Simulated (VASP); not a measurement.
# Ti5C in VASP: single point with r2SCAN

Aim: the single point of Ti5C with r2SCAN.

Everything below comes from runs of VASP 6.6.1. Logs are shortened: lines on timing, memory, paths and dates and some standing lists are left out, and cuts for length are marked.

## Step 1: The cell of the first run

The cell holds a slab with vacuum, 6 atoms: a = 2.936 Å, b = 2.936 Å, c = 28.272 Å, α = 90.00°, β = 90.00°, γ = 120.00°.

## Step 2: Single point, r2SCAN

Contents of POSCAR:

```
Ti5C
1.0
    2.9357969430      0.0000000000      0.0000000000
   -1.4678984715      2.5424747330      0.0000000000
    0.0000000000      0.0000000000     28.2723858137
Ti C
5 1
Direct
    0.6666666667      0.3333333333      0.3006467178
    0.3333333333      0.6666666667      0.3826382578
    0.6666666667      0.3333333333      0.4651113222
    0.3333333333      0.6666666667      0.5494892943
    0.6666666667      0.3333333333      0.6254777747
    0.6666666667      0.3333333333      0.6951341370
```

Contents of INCAR.step1:

```
  PREC = Accurate
  ENCUT = 520
  ISMEAR = 0
  SIGMA = 0.1
  LREAL = False
  LASPH = True
  NELM = 60
  LDIPOL = True
  IDIPOL = 3
  DIPOL = 0.5 0.5 0.503
  NBANDS = 41
  GGA = PE
  ALGO = Normal
  EDIFF = 1E-4
  LWAVE = True
  LCHARG = False
```

Contents of INCAR.step2:

```
  PREC = Accurate
  ENCUT = 520
  EDIFF = 1E-6
  ISMEAR = 0
  SIGMA = 0.1
  LREAL = False
  LASPH = True
  NELM = 60
  ALGO = Normal
  ISIF = 2
  LWAVE = False
  LCHARG = False
  LDIPOL = True
  IDIPOL = 3
  DIPOL = 0.5 0.5 0.503
  METAGGA = R2SCAN
  LMIXTAU = True
  NBANDS = 41
  ISTART = 1
```

Contents of KPOINTS:

```
regular mesh
0
Gamma
  12 12 1
```

Potentials or basis: VASP PAW PBE potentials, release 64 (Ti_sv, C).

On the command line:

```
> cat potpaw_PBE.64/Ti_sv/POTCAR potpaw_PBE.64/C/POTCAR > POTCAR
> cp INCAR.step1 INCAR
> mpirun -np 1 vasp_std > vasp.out
> cp INCAR.step2 INCAR
> mpirun -np 1 vasp_std > vasp.out
```

OUTCAR:

```text
PREC = Accurate
   ENCUT = 520
   EDIFF = 1E-6
   ISMEAR = 0
   LREAL = False
   LASPH = True
   NELM = 60
   ISIF = 2
   METAGGA = R2SCAN
   ISTART = 1

 ion  position               nearest neighbor table
   1  0.667  0.333  0.301-   2 2.87   2 2.87   2 2.87
   2  0.333  0.667  0.383-   1 2.87   1 2.87   1 2.87   3 2.88   3 2.88   3 2.88
   3  0.667  0.333  0.465-   2 2.88   2 2.88   2 2.88
   4  0.333  0.667  0.549-   5 2.74   5 2.74   5 2.74
   5  0.667  0.333  0.625-   6 1.97   4 2.74   4 2.74   4 2.74
   6  0.667  0.333  0.695-   5 1.97

  LATTYP: Found a hexagonal cell.
 ALAT       =     2.9357969430
 C/A-ratio  =     9.6302252379

  Lattice vectors:

 A1 = (   2.9357969430,   0.0000000000,   0.0000000000)
 A2 = (  -1.4678984715,   2.5424747330,   0.0000000000)
 A3 = (   0.0000000000,   0.0000000000,  28.2723858137)

Analysis of symmetry for initial positions (statically):
=====================================================================
 Subroutine PRICEL returns:
 Original cell was already a primitive cell.

 Routine SETGRP: Setting up the symmetry group for a
 hexagonal supercell.

 Subroutine GETGRP returns: Found  6 space group operations
 (whereof  6 operations were pure point group operations)
 out of a pool of 24 trial point group operations.

The static configuration has the point symmetry C_3v.

Analysis of symmetry for dynamics (positions and initial velocities):
=====================================================================
 Subroutine PRICEL returns:
 Original cell was already a primitive cell.

 Routine SETGRP: Setting up the symmetry group for a
 hexagonal supercell.

 Subroutine GETGRP returns: Found  6 space group operations
 (whereof  6 operations were pure point group operations)
 out of a pool of 24 trial point group operations.

The dynamic configuration has the point symmetry C_3v.

 Subroutine INISYM returns: Found  6 space group operations
 (whereof  6 operations are pure point group operations),
 and found     1 'primitive' translations

----------------------------------------------------------------------------------------

                                     Primitive cell

  volume of cell :     211.0304

  direct lattice vectors                    reciprocal lattice vectors
[... 95 lines left out ...]
   ISIF   =      2    stress and relaxation
   ISYM   =      2    0-nonsym 1-usesym 2-fastsym
   POTIM  = 0.5000    time-step for ionic-motion
   TEBEG  =    0.0;   TEEND  =   0.0 temperature during run
   PSTRESS=    0.0 pullay stress
   NELECT =      64.0000    total number of electrons
   NUPDOWN=      -1.0000    fix difference up-down
   EMIN   =  10.00;   EMAX   =-10.00  energy-range for DOS
   EFERMI =   0.00;   METHOD = LEGACY
   ISMEAR =     0;   SIGMA  =   0.10  broadening in eV -4-tet -1-fermi 0-gaus
   EFERMI_NEDOS =   21; number of points for ismear=-14 and -15
   IALGO  =     38    algorithm
   IMIX   =      4    mixing-type and parameters
     AMIX     =   0.40;   BMIX     =  1.00
     AMIX_MAG =   1.60;   BMIX_MAG =  1.00
  volume/ion in A,a.u.               =      35.17       237.35
  Fermi-wavevector in a.u.,A,eV,Ry     =   1.099900  2.078509 16.460050  1.209780
  Thomas-Fermi vector in A             =   2.236302
   LORBIT       =      0    0 simple, 1 ext, 2 COOP (PROOUT), +10 PAW based schemes
   METAGGA = R2SCAN    functional components
   LHFCALC =     F    Hartree Fock is set to
   AEXX    =    0.0000 exact exchange contribution
   IVDW    =     0    specifies the selected vdW correction
   LEPSILON=     F    determine dielectric tensor
   LRPA    =     F    only Hartree local field effects (RPA)
 non-spin polarized calculation
 Gauss-broadening in eV      SIGMA  =   0.10
  energy-cutoff  :      520.00
  volume of cell :      211.03
 maximum number of plane-waves:      5793
 NGX is ok and might be reduce to    24
   NGX = 11   NGY = 11   NGZ =105

 number of electron      63.9999989 magnetization

 dipolmoment           0.000000      0.000000      0.112379 electrons x Angstroem

 Free energy of the ion-electron system (eV)
  ---------------------------------------------------
  ext. energy  EPLUGINS =         0.00000000
  ---------------------------------------------------
  free energy    TOTEN  =       -68.21477566 eV

  energy without entropy =      -68.16716846  energy(sigma->0) =      -68.19097206

 E-fermi :   0.3614     XC(G=0):  -6.2395

 val. band max:        0.3579967486   @ k =   0.2500   0.0000   0.0000
 cond. band min:       0.3865813038   @ k =   0.3333   0.0000   0.0000
 fundamental gap:      0.0285845552
 Fermi energy:         0.3614174997

 k-point     1 :       0.0000    0.0000    0.0000
  band No.  band energies     occupation
      1     -58.9819      2.00000
      2     -58.7726      2.00000
      3     -58.7105      2.00000
      4     -58.6593      2.00000
      5     -58.2741      2.00000
      6     -34.3811      2.00000
[... 825 lines left out ...]
     40       2.2320      0.00000
     41       2.3735      0.00000

------------------------ aborting loop because EDIFF is reached ----------------------------------------

 vacuum level on the upper side and lower side of the slab       (xc-potential included)         1.307        -1.359

  FORCE on cell =-STRESS in cart. coord.  units (eV):
  Direction    XX          YY          ZZ          XY          YZ          ZX
  --------------------------------------------------------------------------------------
  -------------------------------------------------------------------------------------
  Total       -1.8927300     -1.8927300     -0.0249380     -0.0000000      0.0000000      0.0000000
  in kB      -14.3699130    -14.3699130     -0.1893334     -0.0000000      0.0000000      0.0000000
  external PRESSURE =      -9.6430531 kB  Pullay stress =       0.0000000 kB

 VOLUME and BASIS-vectors are now :
 -----------------------------------------------------------------------------
  energy-cutoff  :      520.00
  volume of cell :      211.03
      direct lattice vectors                 reciprocal lattice vectors
     2.935796943  0.000000000  0.000000000     0.340623013  0.196658788  0.000000000
    -1.467898472  2.542474733  0.000000000     0.000000000  0.393317576  0.000000000
     0.000000000  0.000000000 28.272385814     0.000000000  0.000000000  0.035370202

 POSITION                                       TOTAL-FORCE (eV/Angst)
 -----------------------------------------------------------------------------------
      1.46790      0.84749      8.50000        -0.000000     -0.000000      0.537458
     -0.00000      1.69498     10.81810        -0.000000      0.000000     -0.570956
      1.46790      0.84749     13.14981        -0.000000      0.000000      0.244374
     -0.00000      1.69498     15.53537         0.000000     -0.000000     -0.949226
      1.46790      0.84749     17.68375         0.000000     -0.000000      0.678677
      1.46790      0.84749     19.65310        -0.000000     -0.000000      0.059672
 -----------------------------------------------------------------------------------
    total drift:                               -0.000000      0.000000      0.007969

  FREE ENERGIE OF THE ION-ELECTRON SYSTEM (eV)
  ---------------------------------------------------
  free  energy   TOTEN  =       -68.2147756563 eV

  energy  without entropy=      -68.1671684580  energy(sigma->0) =      -68.19097206

 vacuum level on the upper side and lower side of the slab         7.653         4.934
```

OSZICAR.step1:

```text
N       E                     dE             d eps       ncg     rms          rms(c)
[... 19 lines left out ...]
DAV:  20    -0.423034851669E+02    0.21236E-01   -0.12561E-02  2508   0.664E-01    0.151E+00
DAV:  21    -0.422849041642E+02    0.18581E-01   -0.11285E-02  2332   0.578E-01    0.111E+00
DAV:  22    -0.422819564695E+02    0.29477E-02   -0.64908E-03  2419   0.522E-01    0.104E+00
DAV:  23    -0.422717851466E+02    0.10171E-01   -0.63350E-03  1964   0.324E-01    0.683E-01
DAV:  24    -0.422670708872E+02    0.47143E-02   -0.33850E-03  1980   0.306E-01    0.438E-01
DAV:  25    -0.422648268415E+02    0.22440E-02   -0.29900E-03  1940   0.309E-01    0.208E-01
DAV:  26    -0.422643872890E+02    0.43955E-03   -0.98977E-04  1892   0.156E-01    0.825E-02
DAV:  27    -0.422644023793E+02   -0.15090E-04   -0.34398E-04  1388   0.113E-01
   1 F= -.42264402E+02 E0= -.42239316E+02  d E =-.501729E-01
```

It took 63 min on 1 thread of Intel Xeon 8259CL, shared host; peak memory 0.47 GiB.

What came out:

| Quantity | Value |
| --- | --- |
| Free energy | -68.2148 eV |
| Largest force | 0.949 eV/Å |
| Band gap on the k mesh | zero (bands 32 and 33 overlap by 1.10 eV) |

Forces on the atoms (eV/Å):
```
Ti   0.000  0.000  0.537
Ti   0.000  0.000 -0.571
Ti   0.000  0.000  0.244
Ti   0.000  0.000 -0.949
Ti   0.000  0.000  0.679
C    0.000  0.000  0.060
```

Caveat: the PAW data sets were made with another functional, which shifts forces and pressure a little.
